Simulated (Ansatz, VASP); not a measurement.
# BaTe in VASP and in Ansatz

Contents of INCAR:

```
ALGO = Normal ; EDIFF = 1E-7
ENCUT = 520 ; GGA = PE
ISIF = 2 ; ISMEAR = 0
LASPH = True ; LCHARG = True
LELF = True ; LREAL = False
LVHAR = True ; LWAVE = False
NBANDS = 24 ; NELM = 80
PREC = Accurate ; SIGMA = 0.05
```

File KPOINTS:

```
k-points
0
Gamma
  8 8 6
```

The input POSCAR:

```
BaTe
1.0
    4.8488408938      0.0000000000      0.0000000000
   -2.4244204469      4.1992193930      0.0000000000
    0.0000000000      0.0000000000      8.4281727382
Ba Te
2 2
Direct
    0.3333333333      0.6666666667      0.2500000000
    0.6666666667      0.3333333333      0.7500000000
    0.0000000000      0.0000000000      0.0000000000
    0.0000000000      0.0000000000      0.5000000000
```

Input for Ansatz:

```yaml
crystal:
  lattice:
    - [4.8488408938, 0.0, 0.0]
    - [-2.4244204469, 4.199219393, 0.0]
    - [0.0, 0.0, 8.4281727382]
  atoms:
    - { symbol: Ba, position: [0.3333333333, 0.6666666667, 0.25] }
    - { symbol: Ba, position: [0.6666666667, 0.3333333333, 0.75] }
    - { symbol: Te, position: [0.0, 0.0, 0.0] }
    - { symbol: Te, position: [0.0, 0.0, 0.5] }
basis:
  ecutwfc: 420
  ecutrho_ratio: 4
kpoints:
  mp_grid: { grid: [8, 8, 6] }
hamiltonian:
  xc: pbe
scf:
  occupations: { method: gaussian, width: 0.05 }
output:
  forces: true
  stress: true
  eigenvalues: true
```

Change from the starting cell: strain e3 = -0.02, atoms carried along.

Alike in both runs: task single point; functional PBE; k mesh 8 × 8 × 6; occupations gaussian, width 0.05 eV; no spin polarisation.

|  | VASP | Ansatz |
| --- | --- | --- |
| version | VASP 6.6.1 | Ansatz 0.2.0 |
| potentials or method | VASP PAW PBE potentials, release 64 (Ba_sv, Te), cutoff 520 eV | scalar-relativistic, plane waves, PAW |
| valence electrons in the cell | 32 | 52 |

VASP gave:

```
gap on the k mesh at the Fermi level (eV)                     : 1.16
least direct gap on the mesh (eV)                             : 1.50
pressure (GPa)                                                : 1.0
traceless stress, the component that is largest in VASP (GPa) : 0.71
```

Estimate Ansatz's values.

gap on the k mesh at the Fermi level (eV): 1.22; least direct gap on the mesh (eV): 1.55; pressure (GPa): 0.7; traceless stress, the component that is largest in VASP (GPa): 0.68.

With one functional, cell and mesh, what is left measures potentials, basis and numerics. VASP's potentials hold 32 valence electrons a cell and Ansatz's 52, so a difference there can come from the potentials and not from the codes.

Neither program's run includes spin-orbit coupling.
